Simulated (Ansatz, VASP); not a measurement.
# Ti in VASP and in Ansatz

```
Ti
1.0
     0.00000    2.16300    2.16300
     2.16300    0.00000    2.16300
     2.16300    2.16300    0.00000
Ti
1
Direct
  0.00000 0.00000 0.00000
```

Alike in both runs: task single point; functional PBE; k mesh 8 × 8 × 8; collinear spin.

```csv
,VASP,Ansatz
version,VASP 6.6.1,Ansatz 0.2 development build
potentials or method,"VASP PAW PBE potentials, release 64 (Ti_sv)","PAW hard, scalar-relativistic"
plane-wave cutoff (eV),500,740
occupations,"fermi-dirac, width 0.1 eV",fermi-dirac
```

|  | VASP | Ansatz | Ansatz less VASP |
| --- | --- | --- | --- |
| net moment per atom (μB) | 0.00 | 0.00 | 0.000 |
